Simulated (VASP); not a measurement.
Runs of VASP 6.6.1 on Cr. Symmetry: Im-3m, No. 229, cubic system. The conventional cell has a = 2.969 Å, b = 2.969 Å, c = 2.969 Å, α = 90.00°, β = 90.00°, γ = 90.00°. Cr (site symmetry m-3m) has 14 Cr at 2.57 to 2.97 Å within 3.4 Å. 

```csv
level,potentials or basis,spin,fixed moment (μB),k mesh,cutoff (eV),second run,gap on the mesh (eV),pressure (GPa),moment (μB)
PBE,"VASP PAW PBE potentials, release 64 (Cr_pv)","collinear, ferromagnetic start",3.8,10 × 10 × 10,520,-,-,47.1,3.80
PBEsol,"VASP PAW PBE potentials, release 64 (Cr_sv)","collinear, ferromagnetic start",3.8,10 × 10 × 10,600,valence_matched,-,(c),3.80
PBE,"VASP PAW PBE potentials, release 64 (Cr_sv)","collinear, ferromagnetic start",4.5,10 × 10 × 10,600,valence_matched,-,70.5,4.50
PBE,"VASP PAW PBE potentials, release 64 (Cr_pv)","collinear, ferromagnetic start",3.0,10 × 10 × 10,520,-,-,24.0,3.00
PBEsol,"VASP PAW PBE potentials, release 64 (Cr_pv)","collinear, ferromagnetic start",-,12 × 12 × 12,520,-,none,-32.7,(a)
PBEsol,"VASP PAW PBE potentials, release 64 (Cr_pv)","collinear, ferromagnetic start",0.8,10 × 10 × 10,520,-,-,-26.9,0.80
PBEsol,"VASP PAW PBE potentials, release 64 (Cr_pv)",off,-,12 × 12 × 12,520,-,none,-32.5,-
PBEsol,"VASP PAW PBE potentials, release 64 (Cr_sv)","collinear, ferromagnetic start",3.0,10 × 10 × 10,600,valence_matched,-,(b),3.00
```

Alike in all rows: task single point; cell as given; smearing fermi-dirac 0.05 eV.

Problem. Fill in the values left out.

Solution. (a) 0.00; (b) 14.9; (c) 38.1.

Caveats: the total moment is fixed, so each spin has its own Fermi level (some runs); the PAW data sets were made with another functional, which shifts forces and pressure a little (some runs).

A gap of «none» marks levels without a gap at the run's occupations.

The runs don't all hold the same shells in valence.
